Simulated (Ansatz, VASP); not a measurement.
One calculation of GaN, two programs

POSCAR

```
GaN
1.0
    3.1799996605      0.0000000000      0.0000000000
   -1.5899998303      2.7539604900      0.0000000000
    0.0000000000      0.0000000000      5.1660000000
Ga N
2 2
Direct
    0.3754073278      0.6877036639      0.0315554958
    0.7087406611      0.3543703306      0.5315554958
    0.3333333333      0.6666666667      0.3750000000
    0.6666666667      0.3333333333      0.8750000000
```

INCAR.step1

```
SYSTEM = GaN
PREC = Accurate
ENCUT = 520
ISMEAR = 0
SIGMA = 0.05
LREAL = .False.
LASPH = .True.
NELM = 60
NBANDS = 26
GGA = PE
ALGO = Normal
EDIFF = 1E-4
LWAVE = .True.
LCHARG = .False.
```

File INCAR.step2:

```
SYSTEM = GaN
PREC = Accurate
ENCUT = 520
EDIFF = 1E-6
ISMEAR = 0
SIGMA = 0.05
LREAL = .False.
LASPH = .True.
NELM = 60
ALGO = Normal
ISIF = 2
LWAVE = .False.
LCHARG = .False.
METAGGA = R2SCAN
LMIXTAU = .True.
NBANDS = 26
ISTART = 1
```

Contents of KPOINTS:

```
Automatic mesh
0
Gamma
  12 12 6
  0 0 0
```

Input for Ansatz:

```yaml
crystal:
  lattice:
    - [3.1799996605, 0.0, 0.0]
    - [-1.5899998303, 2.75396049, 0.0]
    - [0.0, 0.0, 5.166]
  atoms:
    - { symbol: Ga, position: [0.3754073278, 0.6877036639, 0.0315554958] }
    - { symbol: Ga, position: [0.7087406611, 0.3543703306, 0.5315554958] }
    - { symbol: "N", position: [0.3333333333, 0.6666666667, 0.375] }
    - { symbol: "N", position: [0.6666666667, 0.3333333333, 0.875] }
basis:
  ecutwfc: 500
kpoints:
  mp_grid: { grid: [12, 12, 6] }
hamiltonian:
  xc: r2scan
scf:
  occupations: { method: gaussian, width: 0.05 }
output:
  forces: true
  stress: true
  eigenvalues: true
  write_density: true
  write_potential: true
  elf: true
  volumetric_format: npy
```

Change from the starting cell: all Ga atoms moved -0.200 Å, as atom 1 towards its neighbour atom 2 (Ga) at 3.169 Å.

Alike in both runs: task single point; functional r2SCAN; k mesh 12 × 12 × 6; occupations gaussian, width 0.05 eV; no spin polarisation.

|  | VASP | Ansatz |
| --- | --- | --- |
| version | VASP 6.6.1 | Ansatz 0.2.0 |
| potentials or method | VASP PAW PBE potentials, release 64 (Ga_d, N), cutoff 520 eV | scalar-relativistic, plane waves, PAW |
| valence electrons in the cell | 36 | 36 |

```tsv
	VASP	Ansatz	Ansatz less VASP
gap on the k mesh at the Fermi level (eV)	2.15	2.15	+0.002
least direct gap on the mesh (eV)	2.15	2.15	+0.002
pressure (GPa)	7.1	6.0	-1.07
traceless stress, the component that is largest in VASP (GPa)	19.57	19.11	-0.458
rms of the force components (eV/Å)	1.888	1.860	-0.0277
```

VASP's potentials were made for PBE, not for r2SCAN. Atom by atom the forces differ by 0.029 eV/Å (rms over components).
